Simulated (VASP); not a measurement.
A run of VASP 6.6.1 is set up as follows.

File INCAR:

```
SYSTEM = SiC
PREC = Accurate ; ENCUT = 520
EDIFF = 1E-6 ; ISMEAR = 0
SIGMA = 0.05 ; LREAL = .False.
LASPH = .True. ; NELM = 60
ALGO = Normal ; ISIF = 2
LWAVE = .False. ; LCHARG = .False.
GGA = PE ; NBANDS = 11
```

File KPOINTS:

```
Automatic mesh
0
Gamma
  18 18 18
  0 0 0
```

POSCAR

```
SiC
1.0
    0.0000000000      1.9984084046      1.9984084046
    1.9984084046      0.0000000000      1.9984084046
    1.9984084046      1.9984084046      0.0000000000
Si C
1 1
Direct
    0.0000000000      0.0000000000      0.0000000000
    0.2500000000      0.2500000000      0.2500000000
```

Potentials or basis: VASP PAW PBE potentials, release 64 (Si, C).

Launch:

```sh
$ cat potpaw_PBE.64/Si/POTCAR potpaw_PBE.64/C/POTCAR > POTCAR
$ mpirun -np 1 vasp_std > vasp.out
```

Question: Estimate the band gap on the k mesh.

Answer: 1.07 eV, indirect (least direct gap 4.74 eV).

Question: What does it give for the pressure?

Answer: 98.2 GPa.

 A k mesh can miss the band edges.
